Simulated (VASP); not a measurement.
# ErB (P-6m2) in VASP: a series of runs

ErB is run at these levels: PBE; tasks: single point, relaxation of cell and atoms.

All numbers are computed with VASP 6.6.1; they aren't measurements. Logs are shortened: lines on timing, memory, paths and dates and some standing lists are left out, and cuts for length are marked.

### Step 1. The cell of the first run

Symmetry: P-6m2, No. 187, hexagonal system. The conventional cell has a = 3.595 Å, b = 3.595 Å, c = 3.310 Å, α = 90.00°, β = 90.00°, γ = 120.00°. Er (site symmetry -6m2) has 6 B at 2.65 Å and 8 Er at 3.31 to 3.59 Å within 3.6 Å. B (site symmetry -6m2) has 6 Er at 2.65 Å and 8 B at 3.31 to 3.59 Å within 3.6 Å.

The cell was built from a structure type or drawn by symmetry, and may not be a known phase.

### Step 2. Single point, PBE

INCAR

```
SYSTEM = ErB
  PREC = Accurate
  ENCUT = 500
  EDIFF = 1E-6
  ISMEAR = 0
  SIGMA = 0.1
  LREAL = .False.
  LASPH = .True.
  NELM = 200
  ALGO = Normal
  ISIF = 2
  LWAVE = .False.
  LCHARG = .False.
  GGA = PE
  NBANDS = 13
  GGA_COMPAT = .False.
  LMAXMIX = 6
```

KPOINTS

```
Automatic mesh
0
Gamma
  18 18 16
  0 0 0
```

POSCAR

```
ErB
1.0
    3.5945476426      0.0000000000      0.0000000000
   -1.7972738213      3.1129695736      0.0000000000
    0.0000000000      0.0000000000      3.3102097423
Er B
1 1
Direct
    0.0000000000      0.0000000000      0.0000000000
    0.3333333333      0.6666666667      0.5000000000
```

Potentials or basis: VASP PAW PBE potentials, release 64 (Er_3, B), 4f in core.

The run is started by

```bash
> cat potpaw_PBE.64/Er_3/POTCAR potpaw_PBE.64/B/POTCAR > POTCAR
> mpirun -np 1 vasp_std > vasp.out
```

OUTCAR:

```text
SYSTEM = ErB
   PREC = Accurate
   ENCUT = 500
   EDIFF = 1E-6
   ISMEAR = 0
   LREAL = .False.
   LASPH = .True.
   NELM = 200
   ISIF = 2
   GGA = PE

 ion  position               nearest neighbor table
   1  0.000  0.000  0.000-   2 2.65   2 2.65   2 2.65   2 2.65   2 2.65   2 2.65
   2  0.333  0.667  0.500-   1 2.65   1 2.65   1 2.65   1 2.65   1 2.65   1 2.65

  LATTYP: Found a hexagonal cell.
 ALAT       =     3.5945476426
 C/A-ratio  =     0.9208974456

  Lattice vectors:

 A1 = (   3.5945476426,   0.0000000000,   0.0000000000)
 A2 = (  -1.7972738213,   3.1129695736,   0.0000000000)
 A3 = (   0.0000000000,   0.0000000000,   3.3102097423)

Analysis of symmetry for initial positions (statically):
=====================================================================
 Subroutine PRICEL returns:
 Original cell was already a primitive cell.

 Routine SETGRP: Setting up the symmetry group for a
 hexagonal supercell.

 Subroutine GETGRP returns: Found 12 space group operations
 (whereof 12 operations were pure point group operations)
 out of a pool of 24 trial point group operations.

The static configuration has the point symmetry D_3h.

Analysis of symmetry for dynamics (positions and initial velocities):
=====================================================================
 Subroutine PRICEL returns:
 Original cell was already a primitive cell.

 Routine SETGRP: Setting up the symmetry group for a
 hexagonal supercell.

 Subroutine GETGRP returns: Found 12 space group operations
 (whereof 12 operations were pure point group operations)
 out of a pool of 24 trial point group operations.

The dynamic configuration has the point symmetry D_3h.

 Subroutine INISYM returns: Found 12 space group operations
 (whereof 12 operations are pure point group operations),
 and found     1 'primitive' translations

----------------------------------------------------------------------------------------

                                     Primitive cell

  volume of cell :      37.0403

  direct lattice vectors                    reciprocal lattice vectors
     3.594547643  0.000000000  0.000000000     0.278199123  0.160618338  0.000000000
    -1.797273821  3.112969574  0.000000000     0.000000000  0.321236677  0.000000000
     0.000000000  0.000000000  3.310209742     0.000000000  0.000000000  0.302095661

  length of vectors
     3.594547643  3.594547643  3.310209742     0.321236677  0.321236677  0.302095661

  position of ions in fractional coordinates (direct lattice)
     0.000000000  0.000000000  0.000000000
     0.333333333  0.666666667  0.500000000

  ion indices of the primitive-cell ions
   primitive index   ion index
                 1           1
                 2           2

----------------------------------------------------------------------------------------

 KPOINTS: Automatic mesh

Automatic generation of k-mesh.
 Grid dimensions read from file:
 generate k-points for:   18   18   16

 Generating k-lattice:

  Cartesian coordinates                     Fractional coordinates (reciprocal lattice)
     0.015455507  0.008923241  0.000000000     0.055555556  0.000000000  0.000000000
     0.000000000  0.017846482  0.000000000     0.000000000  0.055555556  0.000000000
     0.000000000  0.000000000  0.018880979     0.000000000  0.000000000  0.062500000

  Length of vectors
     0.017846482  0.017846482  0.018880979

  Shift w.r.t. Gamma in fractional coordinates (k-lattice)
     0.000000000  0.000000000  0.000000000

 Subroutine IBZKPT returns following result:
 ===========================================

 Found    333 irreducible k-points:

 Following reciprocal coordinates:
            Coordinates               Weight
  0.000000  0.000000  0.000000      1.000000
  0.055556  0.000000  0.000000      6.000000
  0.111111  0.000000  0.000000      6.000000
  0.166667  0.000000  0.000000      6.000000
  0.222222  0.000000  0.000000      6.000000
  0.277778  0.000000  0.000000      6.000000
[... 16 lines left out ...]
  0.333333  0.111111  0.000000     12.000000
  0.388889  0.111111  0.000000     12.000000
 [... further k-points ...]
   k-points           NKPTS =    333   k-points in BZ     NKDIM =    333   number of bands    NBANDS=     13
   number of dos      NEDOS =    301   number of ions     NIONS =      2
   total plane-waves  NPLWV =  18816
   dimension x,y,z NGX =    28 NGY =   28 NGZ =   24
   dimension x,y,z NGXF=    56 NGYF=   56 NGZF=   48
   ions per type =               1   1
   NGX,Y,Z   is equivalent  to a cutoff of  12.95, 12.95, 12.05 a.u.
   NGXF,Y,Z  is equivalent  to a cutoff of  25.90, 25.90, 24.11 a.u.
 SYSTEM =  ErB
   PREC   = accura    normal or accurate (medium, high low for compatibility)
   ISTART =      0    job   : 0-new  1-cont  2-samecut
   ICHARG =      2    charge: 1-file 2-atom 10-const
   ISPIN  =      1    spin polarized calculation?
   LNONCOLLINEAR =      F non collinear calculations
   LSORBIT =      F    spin-orbit coupling
   LASPH  =      T    aspherical Exc in radial PAW
   ENCUT  =  500.0 eV  36.75 Ry    6.06 a.u.   6.55  6.55  6.04*2*pi/ulx,y,z
   NELM   =    200;   NELMIN=  2; NELMDL= -5     # of ELM steps
   EDIFF  = 0.1E-05   stopping-criterion for ELM
   LREAL  =      F    real-space projection
   EDIFFG = 0.1E-04   stopping-criterion for IOM
   NSW    =      0    number of steps for IOM
   IBRION =     -1    ionic relax: 0-MD 1-quasi-New 2-CG
   NFREE  =      0    steps in history (QN), initial steepest desc. (CG)
   ISIF   =      2    stress and relaxation
   ISYM   =      2    0-nonsym 1-usesym 2-fastsym
   POTIM  = 0.5000    time-step for ionic-motion
   TEBEG  =    0.0;   TEEND  =   0.0 temperature during run
   PSTRESS=    0.0 pullay stress
   NELECT =      12.0000    total number of electrons
   NUPDOWN=      -1.0000    fix difference up-down
   EMIN   =  10.00;   EMAX   =-10.00  energy-range for DOS
   EFERMI =   0.00;   METHOD = LEGACY
   ISMEAR =     0;   SIGMA  =   0.10  broadening in eV -4-tet -1-fermi 0-gaus
   EFERMI_NEDOS =   21; number of points for ismear=-14 and -15
   IALGO  =     38    algorithm
   IMIX   =      4    mixing-type and parameters
     AMIX     =   0.40;   BMIX     =  1.00
     AMIX_MAG =   1.60;   BMIX_MAG =  1.00
  volume/ion in A,a.u.               =      18.52       124.98
  Fermi-wavevector in a.u.,A,eV,Ry     =   1.124373  2.124757 17.200681  1.264214
  Thomas-Fermi vector in A             =   2.261044
   LORBIT       =      0    0 simple, 1 ext, 2 COOP (PROOUT), +10 PAW based schemes
   GGA     = PE    functional components
   LHFCALC =     F    Hartree Fock is set to
   AEXX    =    0.0000 exact exchange contribution
   IVDW    =     0    specifies the selected vdW correction
   LEPSILON=     F    determine dielectric tensor
   LRPA    =     F    only Hartree local field effects (RPA)
 non-spin polarized calculation
 Gauss-broadening in eV      SIGMA  =   0.10
  energy-cutoff  :      500.00
  volume of cell :       37.04
 maximum number of plane-waves:       962
 NGX is ok and might be reduce to    28
   NGX = 13   NGY = 13   NGZ = 13

 number of electron      12.0000000 magnetization

 Free energy of the ion-electron system (eV)
  ---------------------------------------------------
  ext. energy  EPLUGINS =         0.00000000
  ---------------------------------------------------
  free energy    TOTEN  =       -10.21926405 eV

  energy without entropy =      -10.20775268  energy(sigma->0) =      -10.21350837

 E-fermi :   3.2323     XC(G=0): -10.3835

 val. band max:        3.2316181426   @ k =   0.3333   0.1111   0.0000
 cond. band min:       3.2338426835   @ k =   0.2778   0.0556   0.3750
 fundamental gap:      0.0022245409
 Fermi energy:         3.2323240920

 k-point     1 :       0.0000    0.0000    0.0000
  band No.  band energies     occupation
      1     -20.6236      2.00000
      2     -20.6236      2.00000
      3     -20.4854      2.00000
      4      -5.0583      2.00000
      5       3.2564      0.73336
      6       3.2564      0.73336
      7       3.3313      0.16174
      8       5.7122      0.00000
      9       8.9974      0.00000
     10       9.2504      0.00000
     11       9.2504      0.00000
     12       9.9244      0.00000
     13       9.9244      0.00000

 k-point     2 :       0.0556    0.0000    0.0000
  band No.  band energies     occupation
      1     -20.6368      2.00000
      2     -20.6266      2.00000
      3     -20.4839      2.00000
      4      -5.0035      2.00000
      5       3.0733      1.97549
      6       3.2960      0.36790
      7       3.4196      0.00809
      8       5.6203      0.00000
      9       9.1816      0.00000
     10       9.2282      0.00000
     11       9.3619      0.00000
     12       9.7956      0.00000
     13       9.8888      0.00000

 k-point     3 :       0.1111    0.0000    0.0000
  band No.  band energies     occupation
      1     -20.6748      2.00000
      2     -20.6351      2.00000
      3     -20.4793      2.00000
      4      -4.8425      2.00000
      5       2.7126      2.00000
      6       3.4108      0.01159
      7       3.5370      0.00002
      8       5.3833      0.00000
      9       9.1653      0.00000
     10       9.3789      0.00000
     11       9.6496      0.00000
     12       9.7623      0.00000
     13       9.7955      0.00000
[... 305 lines left out ...]
 k-point    23 :       0.3333    0.1111    0.0000
  band No.  band energies     occupation
      1     -20.9858      2.00000
      2     -20.7383      2.00000
      3     -20.4369      2.00000
      4      -2.9324      2.00000
      5       0.4965      2.00000
      6       3.2316      1.00797
      7       4.0461      0.00000
      8       4.8649      0.00000
      9       8.2695      0.00000
     10       8.3184      0.00000
     11       9.7224      0.00000
     12      11.4450      0.00000
     13      12.4546      0.00000

 k-point    24 :       0.3889    0.1111    0.0000
  band No.  band energies     occupation
      1     -21.0158      2.00000
      2     -20.7490      2.00000
      3     -20.4326      2.00000
      4      -2.6375      2.00000
      5       0.2477      2.00000
      6       3.0920      1.95282
      7       3.9501      0.00000
      8       5.0183      0.00000
      9       8.1825      0.00000
     10       8.5469      0.00000
     11       9.6548      0.00000
     12      11.5305      0.00000
     13      12.6339      0.00000

 [... further k-points ...]

------------------------ aborting loop because EDIFF is reached ----------------------------------------

  FORCE on cell =-STRESS in cart. coord.  units (eV):
  Direction    XX          YY          ZZ          XY          YZ          ZX
  --------------------------------------------------------------------------------------
  -------------------------------------------------------------------------------------
  Total        0.1196494      0.1196494      0.1000736     -0.0000000     -0.0000000      0.0000000
  in kB        5.1754304      5.1754304      4.3286818     -0.0000000     -0.0000000      0.0000000
  external PRESSURE =       4.8931809 kB  Pullay stress =       0.0000000 kB

 VOLUME and BASIS-vectors are now :
 -----------------------------------------------------------------------------
  energy-cutoff  :      500.00
  volume of cell :       37.04
      direct lattice vectors                 reciprocal lattice vectors
     3.594547643  0.000000000  0.000000000     0.278199123  0.160618338  0.000000000
    -1.797273821  3.112969574  0.000000000     0.000000000  0.321236677  0.000000000
     0.000000000  0.000000000  3.310209742     0.000000000  0.000000000  0.302095661

 POSITION                                       TOTAL-FORCE (eV/Angst)
 -----------------------------------------------------------------------------------
      0.00000      0.00000      0.00000        -0.000000      0.000000      0.000000
     -0.00000      2.07531      1.65510         0.000000      0.000000      0.000000
 -----------------------------------------------------------------------------------
    total drift:                                0.000000     -0.000000     -0.000000

  FREE ENERGIE OF THE ION-ELECTRON SYSTEM (eV)
  ---------------------------------------------------
  free  energy   TOTEN  =       -10.2192640531 eV

  energy  without entropy=      -10.2077526804  energy(sigma->0) =      -10.21350837
```

Run time: 80 s. Hardware: 1 thread of Intel Xeon 6975P-C (Granite Rapids), shared host; peak memory 0.28 GiB.

What came out:

| Property | Result |
| --- | --- |
| Free energy | -10.2193 eV |
| Pressure | 0.5 GPa |
| Band gap on the k mesh | zero (bands 6 and 7 overlap by 1.68 eV) |

Stress tensor (GPa, compression positive):
```
0.52 0.00 0.00
0.00 0.52 0.00
0.00 0.00 0.43
```

Caveat: spin-orbit coupling is left out, which moves the levels of the heavy elements; the 4f electrons are frozen in the core, so they carry no moment and show no levels.

(Continued in part 2 of 2.)
